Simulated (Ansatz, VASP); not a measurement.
## TiSiTe4: VASP beside Ansatz

```
CELL_PARAMETERS angstrom
0.00000 4.39747 4.39747
4.39747 0.00000 4.39747
4.39747 4.39747 0.00000
ATOMIC_POSITIONS crystal
Ti 0.75000 0.75000 0.75000
Si 0.00000 0.00000 0.00000
Te 0.37562 0.37562 0.87314
Te 0.87314 0.37562 0.37562
Te 0.37562 0.37562 0.37562
Te 0.37562 0.87314 0.37562
```

Change from the starting cell: species swapped into the TmCdCu4 type (F-43m, No. 216).

Alike in both runs: functional PBE; k mesh 4 × 4 × 4; occupations gaussian, width 0.1 eV; no spin polarisation.

Ansatz relaxed the structure, and its values are those at the end. VASP's run is a single point on that final structure, the one shown.

|  | VASP | Ansatz |
| --- | --- | --- |
| version | VASP 6.6.1 | Ansatz 0.2.0 |
| potentials or method | VASP PAW PBE potentials, release 64 (Ti_sv, Si, Te), cutoff 520 eV | scalar-relativistic, plane waves, PAW |
| valence electrons in the cell | 40 | 80 |

```tsv
	VASP	Ansatz	Ansatz less VASP
gap on the k mesh at the Fermi level (eV)	none	none	-
pressure (GPa)	-0.3	-0.3	+0.06
```

A gap of «none» marks a metal or a gap that the smearing closes. The functional is the same, so the differences come from potentials, cutoffs and numerics. VASP's potentials hold 40 valence electrons a cell and Ansatz's 80, so a difference there can come from the potentials and not from the codes.

Neither program's run includes spin-orbit coupling.
